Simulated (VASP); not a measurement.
A run of VASP 6.6.1 is set up as follows.

File INCAR:

```
SYSTEM = Ir
PREC = Accurate
ENCUT = 520
EDIFF = 1E-6
ISMEAR = 0
SIGMA = 0.1
LREAL = .FALSE.
LASPH = .TRUE.
NELM = 80
ALGO = Fast
ISIF = 2
LWAVE = .FALSE.
LCHARG = .FALSE.
GGA = PE
NBANDS = 16
```

KPOINTS

```
Automatic mesh
0
G
  18 18 14
  0 0 0
```

File POSCAR:

```
Ir
1.0
    1.9933860993      1.9933860993      0.0000000000
   -1.9933860993      1.9933860993      0.0000000000
    0.0000000000      0.0000000000      3.9867721986
Ir
2
Direct
    0.0000000000      0.0000000000      0.0000000000
    0.5000000000      0.5000000000      0.5000000000
```

Potentials or basis: VASP PAW PBE potentials, release 64 (Ir).

Launch:

```sh
$ cat potpaw_PBE.64/Ir/POTCAR > POTCAR
$ mpirun -np 1 vasp_std > vasp.out
```

Question: What does it give for the pressure?

Answer: -24.2 GPa.

Question: Estimate the band gap on the k mesh.

Answer: Zero (bands 9 and 10 overlap by 2.76 eV).

Caveat: the cell differs from its parent crystal (equal strain along all axes, cell held: +3.0 %); the cell stands under tension; spin-orbit coupling is left out, which moves the levels of the heavy elements.
